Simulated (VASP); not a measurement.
Set up this calculation in VASP 6.6.1, as the native input.

```
Task                   : single point
Functional             : PBE
Potentials or basis    : VASP PAW PBE potentials, release 64 (Co, O)
Cutoff                 : 520 eV
k mesh                 : 16 × 16 × 16
Occupations            : gaussian, width 0.1 eV
Spin                   : collinear spin, ferromagnetic start
Starting moments       : [3.0, 0.0] μB
Dipole correction      : no
Further INCAR settings : ALGO = Normal; EDIFF = 1e-06; NBANDS = 18
```

The structure of CoO lies in POSCAR:

```
CoO
1.0
    2.6161540276      0.0000000000      0.0000000000
    0.0000000000      2.6161540276      0.0000000000
    0.0000000000      0.0000000000      2.6161540276
Co O
1 1
Direct
    0.0000000000      0.0000000000      0.0000000000
    0.5000000000      0.5000000000      0.5000000000
```

The input as run:

INCAR

```
SYSTEM = CoO
ALGO = Normal
EDIFF = 1E-6
ENCUT = 520
GGA = PE
ISIF = 2
ISMEAR = 0
ISPIN = 2
LASPH = .True.
LCHARG = .True.
LELF = .True.
LMAXMIX = 4
LORBIT = 11
LREAL = .False.
LVHAR = .True.
LWAVE = .False.
MAGMOM = 3 0
NBANDS = 18
NELM = 150
PREC = Accurate
SIGMA = 0.1
```

KPOINTS

```
k-points
0
Gamma
  16 16 16
  0 0 0
```

Potentials or basis: VASP PAW PBE potentials, release 64 (Co, O).

Command:

```bash
$ cat potpaw_PBE.64/Co/POTCAR potpaw_PBE.64/O/POTCAR > POTCAR
$ mpirun -np 1 vasp_std > vasp.out
```

Results of the run:

```yaml
Pressure: -0.5 GPa
Band_gap_on_the_k_mesh: zero (filled and empty bands overlap)
Net_moment: 3.00 μB per cell
Site_moments: Co +2.50; O +0.44 μB
Valence_electrons_inside_the_program's_atomic_spheres: Co 7.80; O 4.93
```

Caveat: a cell with one magnetic atom can't hold antiferromagnetic order, which such compounds often take; semilocal functionals often make such compounds metallic where correlation or magnetic order opens a gap, which also shifts bond lengths.

Run time: 59 s on 1 thread of AMD EPYC 9R45 96-Core Processor (Zen 5) (shared host), peak memory 0.16 GiB.
